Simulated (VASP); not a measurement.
# CsH in VASP: a series of runs

The runs below take CsH through single point, with r2SCAN.

Everything below comes from runs of VASP 6.6.1. Logs are shortened: lines on timing, memory, paths and dates and some standing lists are left out, and cuts for length are marked.

**1. The cell of the first run**

Symmetry: Fm-3m, No. 225, cubic system. The conventional cell has a = 6.315 Å, b = 6.315 Å, c = 6.315 Å, α = 90.00°, β = 90.00°, γ = 90.00°. Cs (site symmetry m-3m) has 6 H at 3.16 Å within 4.2 Å. H (site symmetry m-3m) has 6 Cs at 3.16 Å within 4.2 Å.

**2. Single point, r2SCAN (strain -1.0%)**

Input file POSCAR:

```
CsH
1.0
    0.0000000000      3.1573738898      3.1573738898
    3.1573738898      0.0000000000      3.1573738898
    3.1573738898      3.1573738898      0.0000000000
Cs H
1 1
Direct
    0.0000000000      0.0000000000      0.0000000000
    0.5000000000      0.5000000000      0.5000000000
```

Input file INCAR.step1:

```
ALGO = Normal
EDIFF = 1E-4
ENCUT = 520
GGA = PE
ISMEAR = 0
LASPH = True
LCHARG = False
LREAL = False
LWAVE = True
NBANDS = 12
NELM = 100
PREC = Accurate
SIGMA = 0.01
```

Input file INCAR.step2:

```
ALGO = Normal
EDIFF = 1E-6
ENCUT = 520
ISIF = 2
ISMEAR = 0
ISTART = 1
LASPH = True
LCHARG = True
LELF = True
LMIXTAU = True
LREAL = False
LVHAR = True
LWAVE = False
METAGGA = R2SCAN
NBANDS = 12
NELM = 100
PREC = Accurate
SIGMA = 0.01
```

Input file KPOINTS:

```
k-points
0
Gamma
  8 8 8
```

Potentials or basis: VASP PAW PBE potentials, release 64 (Cs_sv, H).

On the command line:

```bash
$ cat potpaw_PBE.64/Cs_sv/POTCAR potpaw_PBE.64/H/POTCAR > POTCAR
$ cp INCAR.step1 INCAR
$ mpirun -np 1 vasp_std > vasp.out
$ cp INCAR.step2 INCAR
$ mpirun -np 1 vasp_std > vasp.out
```

OUTCAR:

```text
EDIFF = 1E-6
   ENCUT = 520
   ISIF = 2
   ISMEAR = 0
   ISTART = 1
   LASPH = True
   LREAL = False
   METAGGA = R2SCAN
   NELM = 100
   PREC = Accurate

 ion  position               nearest neighbor table
   1  0.000  0.000  0.000-
   2  0.500  0.500  0.500-

  LATTYP: Found a face centered cubic cell.
 ALAT       =     6.3147477796

  Lattice vectors:

 A1 = (   0.0000000000,   3.1573738898,   3.1573738898)
 A2 = (   3.1573738898,   0.0000000000,   3.1573738898)
 A3 = (   3.1573738898,   3.1573738898,   0.0000000000)

Analysis of symmetry for initial positions (statically):
=====================================================================
 Subroutine PRICEL returns:
 Original cell was already a primitive cell.

 Routine SETGRP: Setting up the symmetry group for a
 face centered cubic supercell.

 Subroutine GETGRP returns: Found 48 space group operations
 (whereof 48 operations were pure point group operations)
 out of a pool of 48 trial point group operations.

The static configuration has the point symmetry O_h .

Analysis of symmetry for dynamics (positions and initial velocities):
=====================================================================
 Subroutine PRICEL returns:
 Original cell was already a primitive cell.

 Routine SETGRP: Setting up the symmetry group for a
 face centered cubic supercell.

 Subroutine GETGRP returns: Found 48 space group operations
 (whereof 48 operations were pure point group operations)
 out of a pool of 48 trial point group operations.

The dynamic configuration has the point symmetry O_h .

 Subroutine INISYM returns: Found 48 space group operations
 (whereof 48 operations are pure point group operations),
 and found     1 'primitive' translations

----------------------------------------------------------------------------------------

                                     Primitive cell

  volume of cell :      62.9518

  direct lattice vectors                    reciprocal lattice vectors
     0.000000000  3.157373890  3.157373890    -0.158359452  0.158359452  0.158359452
     3.157373890  0.000000000  3.157373890     0.158359452 -0.158359452  0.158359452
     3.157373890  3.157373890  0.000000000     0.158359452  0.158359452 -0.158359452

  length of vectors
     4.465200976  4.465200976  4.465200976     0.274286617  0.274286617  0.274286617

  position of ions in fractional coordinates (direct lattice)
     0.000000000  0.000000000  0.000000000
     0.500000000  0.500000000  0.500000000

[... 86 lines left out ...]
   PSTRESS=    0.0 pullay stress
   NELECT =      10.0000    total number of electrons
   NUPDOWN=      -1.0000    fix difference up-down
   EMIN   =  10.00;   EMAX   =-10.00  energy-range for DOS
   EFERMI =   0.00;   METHOD = LEGACY
   ISMEAR =     0;   SIGMA  =   0.01  broadening in eV -4-tet -1-fermi 0-gaus
   EFERMI_NEDOS =   21; number of points for ismear=-14 and -15
   IALGO  =     38    algorithm
   IMIX   =      4    mixing-type and parameters
     AMIX     =   0.40;   BMIX     =  1.00
     AMIX_MAG =   1.60;   BMIX_MAG =  1.00
  volume/ion in A,a.u.               =      31.48       212.41
  Fermi-wavevector in a.u.,A,eV,Ry     =   0.886623  1.675474 10.695536  0.786100
  Thomas-Fermi vector in A             =   2.007813
   LORBIT       =      0    0 simple, 1 ext, 2 COOP (PROOUT), +10 PAW based schemes
   METAGGA = R2SCAN    functional components
   LHFCALC =     F    Hartree Fock is set to
   AEXX    =    0.0000 exact exchange contribution
   IVDW    =     0    specifies the selected vdW correction
   LEPSILON=     F    determine dielectric tensor
   LRPA    =     F    only Hartree local field effects (RPA)
 non-spin polarized calculation
 Gauss-broadening in eV      SIGMA  =   0.01
  energy-cutoff  :      520.00
  volume of cell :       62.95
 maximum number of plane-waves:      1719
 NGX is ok and might be reduce to    36
   NGX = 17   NGY = 17   NGZ = 17

 number of electron      10.0000000 magnetization

 Free energy of the ion-electron system (eV)
  ---------------------------------------------------
  ext. energy  EPLUGINS =         0.00000000
  ---------------------------------------------------
  free energy    TOTEN  =       -28.98620511 eV

  energy without entropy =      -28.98620511  energy(sigma->0) =      -28.98620511

 E-fermi :   0.1051     XC(G=0):  -7.6736

 val. band max:        0.0277587814   @ k =   0.5000   0.0000   0.0000
 cond. band min:       2.6562706685   @ k =   0.5000   0.0000   0.0000
 fundamental gap:      2.6285118871
 Fermi energy:         0.1050614952

 k-point     1 :       0.0000    0.0000    0.0000
  band No.  band energies     occupation
      1     -22.0587      2.00000
      2      -8.1129      2.00000
      3      -8.1129      2.00000
      4      -8.1129      2.00000
      5      -1.6819      2.00000
      6       5.7134      0.00000
      7       5.7134      0.00000
      8       5.7134      0.00000
      9       6.4703      0.00000
     10       7.6762      0.00000
     11       7.6762      0.00000
     12       9.3008      0.00000
[... 331 lines left out ...]
 k-point    24 :      -0.3750    0.2500    0.1250
  band No.  band energies     occupation
      1     -21.9528      2.00000
      2      -8.8850      2.00000
      3      -8.4407      2.00000
      4      -8.2878      2.00000
      5      -0.3923      2.00000
      6       3.4679      0.00000
      7       4.9658      0.00000
      8       5.9416      0.00000
      9       8.0873      0.00000
     10       8.3131      0.00000
     11       9.9387      0.00000
     12      10.1050      0.00000

 [... further k-points ...]

------------------------ aborting loop because EDIFF is reached ----------------------------------------

  FORCE on cell =-STRESS in cart. coord.  units (eV):
  Direction    XX          YY          ZZ          XY          YZ          ZX
  --------------------------------------------------------------------------------------
  -------------------------------------------------------------------------------------
  Total        0.1376445      0.1376445      0.1376445      0.0000000     -0.0000000      0.0000000
  in kB        3.5031717      3.5031717      3.5031717      0.0000000     -0.0000000      0.0000000
  external PRESSURE =       3.5031717 kB  Pullay stress =       0.0000000 kB

 VOLUME and BASIS-vectors are now :
 -----------------------------------------------------------------------------
  energy-cutoff  :      520.00
  volume of cell :       62.95
      direct lattice vectors                 reciprocal lattice vectors
     0.000000000  3.157373890  3.157373890    -0.158359452  0.158359452  0.158359452
     3.157373890  0.000000000  3.157373890     0.158359452 -0.158359452  0.158359452
     3.157373890  3.157373890  0.000000000     0.158359452  0.158359452 -0.158359452

 POSITION                                       TOTAL-FORCE (eV/Angst)
 -----------------------------------------------------------------------------------
      0.00000      0.00000      0.00000        -0.000000      0.000000     -0.000000
      3.15737      3.15737      3.15737         0.000000      0.000000      0.000000
 -----------------------------------------------------------------------------------
    total drift:                               -0.000000      0.000000      0.000000

  FREE ENERGIE OF THE ION-ELECTRON SYSTEM (eV)
  ---------------------------------------------------
  free  energy   TOTEN  =       -28.9862051050 eV

  energy  without entropy=      -28.9862051050  energy(sigma->0) =      -28.98620511
```

OUTCAR.step1:

```text
EDIFF = 1E-4
   ENCUT = 520
   GGA = PE
   ISMEAR = 0
   LASPH = True
[... 581 lines left out ...]
 -----------------------------------------------------------------------------------
      0.00000      0.00000      0.00000        -0.000000     -0.000000     -0.000000
      3.15737      3.15737      3.15737         0.000000      0.000000      0.000000
 -----------------------------------------------------------------------------------
    total drift:                               -0.000000      0.000000      0.000000

  FREE ENERGIE OF THE ION-ELECTRON SYSTEM (eV)
  ---------------------------------------------------
  free  energy   TOTEN  =        -4.5442299215 eV

  energy  without entropy=       -4.5442299215  energy(sigma->0) =       -4.54422992
```

OSZICAR.step1:

```text
N       E                     dE             d eps       ncg     rms          rms(c)
DAV:   1     0.459724419556E+02    0.45972E+02   -0.41548E+03   696   0.689E+02
DAV:   2    -0.142339648629E+01   -0.47396E+02   -0.44997E+02   880   0.112E+02
DAV:   3    -0.536016445996E+01   -0.39368E+01   -0.39304E+01   876   0.357E+01
DAV:   4    -0.539242237355E+01   -0.32258E-01   -0.32256E-01   796   0.374E+00
DAV:   5    -0.539253943802E+01   -0.11706E-03   -0.11706E-03   880   0.230E-01    0.381E+00
DAV:   6    -0.466886120374E+01    0.72368E+00   -0.55517E-01   812   0.294E+00    0.161E+00
DAV:   7    -0.452244512297E+01    0.14642E+00   -0.65729E-01   792   0.280E+00    0.678E-01
DAV:   8    -0.455429219047E+01   -0.31847E-01   -0.81705E-02   792   0.120E+00    0.464E-01
DAV:   9    -0.454383231718E+01    0.10460E-01   -0.19349E-02   788   0.606E-01    0.383E-02
DAV:  10    -0.454413438001E+01   -0.30206E-03   -0.29469E-03   744   0.210E-01    0.267E-02
DAV:  11    -0.454426413902E+01   -0.12976E-03   -0.32130E-04   776   0.838E-02    0.304E-02
DAV:  12    -0.454422992150E+01    0.34218E-04   -0.10036E-04   740   0.475E-02
   1 F= -.45442299E+01 E0= -.45442299E+01  d E =-.121892E-42
```

Run time: 45 s. Hardware: 1 thread of Intel Xeon 6975P-C (Granite Rapids), shared host; peak memory 0.21 GiB.

Results:

* Free energy: -28.9862 eV
* Pressure: 0.4 GPa
* Band gap on the k mesh: 2.63 eV

Caveat: the cell differs from its parent crystal (strain -1.0%); the structure was generated, so it needn't be the stable form of CsH; the PAW data sets were made with another functional, which shifts forces and pressure a little; spin-orbit coupling is left out, which moves the levels of the heavy elements. A k mesh can miss the band edges.

(Continued in part 2 of 2.)
